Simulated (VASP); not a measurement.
# TaC2 (P6/mmm) in VASP: density of states with PBE

Aim: the density of states of TaC2 with PBE.

All numbers are computed with VASP 6.6.1; they aren't measurements. Logs are shortened: lines on timing, memory, paths and dates and some standing lists are left out, and cuts for length are marked.

### Step 1. The cell of the first run

The structure is hexagonal, space group P6/mmm (No. 191). The conventional cell has a = 3.782 Å, b = 3.782 Å, c = 3.189 Å, α = 90.00°, β = 90.00°, γ = 120.00°. Ta (site symmetry 6/mmm) has 6 C at 2.18 Å within 2.9 Å. Within 2.9 Å of C (site symmetry -6m2) lie 3 C at 2.18 Å and 3 Ta at 2.18 Å.

### Step 2. Density of states, PBE

POSCAR reads:

```
TaC2
1.0
    3.7824980198      0.0000000000      0.0000000000
   -1.8912490099      3.2757393749      0.0000000000
    0.0000000000      0.0000000000      3.1888852933
Ta C
1 2
Direct
    0.0000000000      0.0000000000      0.5000000000
    0.3333333333      0.6666666667      0.5000000000
    0.6666666667      0.3333333333      0.5000000000
```

INCAR.step1 reads:

```
SYSTEM = TaC2
PREC     = Accurate       ! precision mode
ENCUT    = 520            ! plane-wave cutoff, eV
EDIFF    = 1E-6           ! SCF threshold, eV
ISMEAR   = 0              ! smearing method
SIGMA    = 0.1            ! smearing width, eV
LREAL    = .FALSE.        ! projectors in reciprocal space
LASPH    = .TRUE.         ! aspherical terms in the spheres
NELM     = 60             ! most SCF steps
ALGO     = Normal         ! electronic algorithm
ISIF     = 2              ! what is computed and relaxed
LWAVE    = .FALSE.        ! write WAVECAR
LCHARG   = .TRUE.         ! write CHGCAR
LMAXMIX  = 4              ! l up to which the mixer works
GGA      = PE             ! functional
NBANDS   = 16             ! bands
```

KPOINTS.step1 reads:

```
Automatic mesh
0
G
  12 12 14
  0 0 0
```

INCAR.step2 reads:

```
SYSTEM = TaC2
PREC     = Accurate       ! precision mode
ENCUT    = 520            ! plane-wave cutoff, eV
EDIFF    = 1E-6           ! SCF threshold, eV
ISMEAR   = -5             ! smearing method
SIGMA    = 0.1            ! smearing width, eV
LREAL    = .FALSE.        ! projectors in reciprocal space
LASPH    = .TRUE.         ! aspherical terms in the spheres
NELM     = 60             ! most SCF steps
ALGO     = Normal         ! electronic algorithm
ISIF     = 2              ! what is computed and relaxed
LWAVE    = .FALSE.        ! write WAVECAR
LCHARG   = .FALSE.        ! write CHGCAR
LMAXMIX  = 4              ! l up to which the mixer works
GGA      = PE             ! functional
LORBIT   = 10             ! projections on sites
NEDOS    = 1001           ! points of the DOS
ICHARG   = 11             ! starting density
```

KPOINTS.step2 reads:

```
Automatic mesh
0
G
  18 18 21
  0 0 0
```

Potentials or basis: VASP PAW PBE potentials, release 64 (Ta_pv, C).

Run with:

```console
cat potpaw_PBE.64/Ta_pv/POTCAR potpaw_PBE.64/C/POTCAR > POTCAR
cp INCAR.step1 INCAR
cp KPOINTS.step1 KPOINTS
mpirun -np 1 vasp_std > vasp.out
cp INCAR.step2 INCAR
cp KPOINTS.step2 KPOINTS
mpirun -np 1 vasp_std > vasp.out
```

OUTCAR:

```text
SYSTEM = TaC2
   PREC = Accurate
   ENCUT = 520
   EDIFF = 1E-6
   ISMEAR = -5
   LREAL = .FALSE.
   LASPH = .TRUE.
   NELM = 60
   ISIF = 2
   GGA = PE
   LORBIT = 10
   ICHARG = 11

 ion  position               nearest neighbor table
   1  0.000  0.000  0.500-   2 2.18   3 2.18   2 2.18   3 2.18   3 2.18   2 2.18
   2  0.333  0.667  0.500-   1 2.18   1 2.18   1 2.18
   3  0.667  0.333  0.500-   1 2.18   1 2.18   1 2.18

  LATTYP: Found a hexagonal cell.
 ALAT       =     3.7824980198
 C/A-ratio  =     0.8430633081

  Lattice vectors:

 A1 = (   3.7824980198,   0.0000000000,   0.0000000000)
 A2 = (  -1.8912490099,   3.2757393749,   0.0000000000)
 A3 = (   0.0000000000,   0.0000000000,   3.1888852933)

Analysis of symmetry for initial positions (statically):
=====================================================================
 Subroutine PRICEL returns:
 Original cell was already a primitive cell.

 Routine SETGRP: Setting up the symmetry group for a
 hexagonal supercell.

 Subroutine GETGRP returns: Found 24 space group operations
 (whereof 24 operations were pure point group operations)
 out of a pool of 24 trial point group operations.

The static configuration has the point symmetry D_6h.

Analysis of symmetry for dynamics (positions and initial velocities):
=====================================================================
 Subroutine PRICEL returns:
 Original cell was already a primitive cell.

 Routine SETGRP: Setting up the symmetry group for a
 hexagonal supercell.

 Subroutine GETGRP returns: Found 24 space group operations
 (whereof 24 operations were pure point group operations)
 out of a pool of 24 trial point group operations.

The dynamic configuration has the point symmetry D_6h.

 Subroutine INISYM returns: Found 24 space group operations
 (whereof 24 operations are pure point group operations),
 and found     1 'primitive' translations

----------------------------------------------------------------------------------------

                                     Primitive cell

  volume of cell :      39.5118

  direct lattice vectors                    reciprocal lattice vectors
     3.782498020  0.000000000  0.000000000     0.264375551  0.152637296  0.000000000
    -1.891249010  3.275739375  0.000000000     0.000000000  0.305274592  0.000000000
     0.000000000  0.000000000  3.188885293     0.000000000  0.000000000  0.313589204

  length of vectors
     3.782498020  3.782498020  3.188885293     0.305274592  0.305274592  0.313589204

  position of ions in fractional coordinates (direct lattice)
     0.000000000  0.000000000  0.500000000
     0.333333333  0.666666667  0.500000000
[... 97 lines left out ...]
   EFERMI_NEDOS =   21; number of points for ismear=-14 and -15
   IALGO  =     38    algorithm
   IMIX   =      4    mixing-type and parameters
     AMIX     =   0.40;   BMIX     =  1.00
     AMIX_MAG =   1.60;   BMIX_MAG =  1.00
  volume/ion in A,a.u.               =      13.17        88.88
  Fermi-wavevector in a.u.,A,eV,Ry     =   1.282578  2.423721 22.381663  1.645006
  Thomas-Fermi vector in A             =   2.414881
   LORBIT       =     10    0 simple, 1 ext, 2 COOP (PROOUT), +10 PAW based schemes
   GGA     = PE    functional components
   LHFCALC =     F    Hartree Fock is set to
   AEXX    =    0.0000 exact exchange contribution
   IVDW    =     0    specifies the selected vdW correction
   LEPSILON=     F    determine dielectric tensor
   LRPA    =     F    only Hartree local field effects (RPA)
 non-spin polarized calculation
 Fermi weights with tetrahedron method with Bloechl corrections
  energy-cutoff  :      520.00
  volume of cell :       39.51
 maximum number of plane-waves:      1084

 number of electron      18.9999999 magnetization

 Free energy of the ion-electron system (eV)
  ---------------------------------------------------
  ext. energy  EPLUGINS =         0.00000000
  ---------------------------------------------------
  free energy    TOTEN  =       -23.71250945 eV

  energy without entropy =      -23.71250945  energy(sigma->0) =      -23.71250945

 E-fermi :   4.0930     XC(G=0): -11.2470

 val. band max:        4.1176671255   @ k =   0.2222   0.2222   0.2381
 cond. band min:       4.0230054975   @ k =   0.2222   0.1111   0.4762
 fundamental gap:     -0.0946616281
 Fermi energy:         4.0930404421

 k-point     1 :       0.0000    0.0000    0.0000
  band No.  band energies     occupation
      1     -30.0596      2.00000
      2     -30.0421      2.00000
      3     -30.0421      2.00000
      4      -9.5835      2.00000
      5      -1.9524      2.00000
      6      -1.9523      2.00000
      7      -1.2017      2.00000
      8       1.8554      2.00000
      9       3.3684      2.00000
     10       6.6656      0.00000
     11       6.6657      0.00000
     12       7.0667      0.00000
     13       7.0668      0.00000
[... 354 lines left out ...]
  band No.  band energies     occupation
      1     -30.1643      2.00000
      2     -30.0852      2.00000
      3     -30.0510      2.00000
      4      -6.8988      2.00000
      5      -6.0267      2.00000
      6      -0.5551      2.00000
      7       1.9867      2.00000
      8       2.5129      2.00000
      9       2.7137      2.00000
     10       3.3815      2.00000
     11       5.1057      0.00000
     12       7.1466      0.00000
     13       7.5750      0.00000

 [... further k-points ...]
[... 5 lines left out ...]
  --------------------------------------------------------------------------------------
  -------------------------------------------------------------------------------------
  Total       -0.0215756     -0.0215756      0.6106214      0.0000000     -0.0000000      0.0000000
  in kB       -0.8748748     -0.8748748     24.7602872      0.0000000     -0.0000000      0.0000000
  external PRESSURE =       7.6701792 kB  Pullay stress =       0.0000000 kB

 VOLUME and BASIS-vectors are now :
 -----------------------------------------------------------------------------
  energy-cutoff  :      520.00
  volume of cell :       39.51
      direct lattice vectors                 reciprocal lattice vectors
     3.782498020  0.000000000  0.000000000     0.264375551  0.152637296  0.000000000
    -1.891249010  3.275739375  0.000000000     0.000000000  0.305274592  0.000000000
     0.000000000  0.000000000  3.188885293     0.000000000  0.000000000  0.313589204

 POSITION                                       TOTAL-FORCE (eV/Angst)
 -----------------------------------------------------------------------------------
      0.00000      0.00000      1.59444         0.000000      0.000000      0.000000
     -0.00000      2.18383      1.59444        -0.000000      0.000000      0.000000
      1.89125      1.09191      1.59444         0.000000     -0.000000      0.000000
 -----------------------------------------------------------------------------------
    total drift:                                0.000000      0.000000     -0.000000

  FREE ENERGIE OF THE ION-ELECTRON SYSTEM (eV)
  ---------------------------------------------------
  free  energy   TOTEN  =       -23.7125094517 eV

  energy  without entropy=      -23.7125094517  energy(sigma->0) =      -23.71250945

 total charge

# of ion       s       p       d       tot
------------------------------------------
    1        0.366   6.192   2.397   8.955
    2        0.962   1.297   0.000   2.259
    3        0.962   1.297   0.000   2.259
--------------------------------------------------
tot          2.290   8.786   2.397  13.473
```

OSZICAR.step1:

```text
N       E                     dE             d eps       ncg     rms          rms(c)
DAV:   1     0.102559446268E+03    0.10256E+03   -0.10072E+04  4872   0.111E+03
DAV:   2    -0.232760923010E+02   -0.12584E+03   -0.12145E+03  6448   0.287E+02
DAV:   3    -0.271477166113E+02   -0.38716E+01   -0.38296E+01  5960   0.468E+01
DAV:   4    -0.271830184575E+02   -0.35302E-01   -0.35283E-01  6320   0.494E+00
DAV:   5    -0.271834512686E+02   -0.43281E-03   -0.43273E-03  6000   0.496E-01    0.218E+01
DAV:   6    -0.242714341360E+02    0.29120E+01   -0.34392E+01  5992   0.256E+01    0.810E+00
DAV:   7    -0.237446975395E+02    0.52674E+00   -0.33619E+00  5688   0.976E+00    0.708E+00
DAV:   8    -0.237189638885E+02    0.25734E-01   -0.13516E-01  5464   0.308E+00    0.523E-01
DAV:   9    -0.237182602439E+02    0.70364E-03   -0.34002E-03  6608   0.440E-01    0.161E-01
DAV:  10    -0.237182673048E+02   -0.70610E-05   -0.43776E-04  5720   0.158E-01    0.319E-02
DAV:  11    -0.237182630232E+02    0.42817E-05   -0.99320E-06  6408   0.238E-02    0.100E-02
DAV:  12    -0.237182641139E+02   -0.10907E-05   -0.14897E-06  5176   0.105E-02    0.131E-03
DAV:  13    -0.237182640702E+02    0.43731E-07   -0.81429E-08  4000   0.244E-03
   1 F= -.23718264E+02 E0= -.23713081E+02  d E =-.103666E-01
```

It took 3.9 min on 1 thread of Intel Xeon 8259CL, shared host; peak memory 0.33 GiB.

What came out:

* Valence electrons inside the program's atomic spheres: Ta 8.96; C 2.26

Caveat: spin-orbit coupling is left out, which moves the levels of the heavy elements; tetrahedron occupations give inexact forces and stress in metals.
